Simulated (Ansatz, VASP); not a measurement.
**WC: VASP beside Ansatz**

Contents of INCAR:

```
SYSTEM = WC
PREC = Accurate
ENCUT = 520
EDIFF = 1E-6
ISMEAR = -1
SIGMA = 0.05
LREAL = .False.
LASPH = .True.
NELM = 60
ALGO = Normal
ISIF = 2
LWAVE = .False.
LCHARG = .True.
GGA = PE
LELF = .True.
LVHAR = .True.
NBANDS = 16
```

Contents of KPOINTS:

```
Automatic mesh
0
Gamma
  13 13 12
  0 0 0
```

The input POSCAR:

```
WC
1.0
    2.9005014360      0.0217537608      0.0000000000
   -1.4314114086      2.5010310469      0.0000000000
    0.0000000000      0.0000000000      2.8290000000
W C
1 1
Direct
    0.0000000000      0.0000000000      0.0000000000
    0.6666666667      0.3333333333      0.5000000000
```

Input for Ansatz:

```yaml
crystal:
  lattice:
    - [2.900501436, 0.0217537608, 0.0]
    - [-1.4314114086, 2.5010310469, 0.0]
    - [0.0, 0.0, 2.829]
  atoms:
    - { symbol: W, position: [0.0, 0.0, 0.0] }
    - { symbol: C, position: [0.6666666667, 0.3333333333, 0.5] }
kpoints:
  mp_grid: { grid: [13, 13, 12] }
scf:
  occupations: { method: fermi_dirac, width: 0.05 }
hamiltonian:
  xc: pbe
  pseudopotentials: { kind: all_electron, lapw: { basis_error: 0.001 } }
output:
  forces: true
  stress: true
  eigenvalues: true
```

Change from the starting cell: xy shear strain of +1.5 %.

Alike in both runs: task single point; functional PBE; k mesh 13 × 13 × 12; occupations fermi-dirac, width 0.05 eV; no spin polarisation.

|  | VASP | Ansatz |
| --- | --- | --- |
| version | VASP 6.6.1 | Ansatz 0.2.0 |
| potentials or method | VASP PAW PBE potentials, release 64 (W_sv, C), cutoff 520 eV | all-electron LAPW, scalar-relativistic |

|  | VASP | Ansatz | Ansatz less VASP |
| --- | --- | --- | --- |
| pressure (GPa) | 9.6 | 8.6 | -1.08 |
| traceless stress, the component that is largest in VASP (GPa) | -3.74 | -3.72 | +0.013 |
| rms of the force components (eV/Å) | 0.053 | 0.052 | -0.0014 |

Atom by atom the forces differ by 0.001 eV/Å (rms over components). Ansatz ran all-electron here, and VASP with PAW potentials.

Spin-orbit coupling is off throughout.
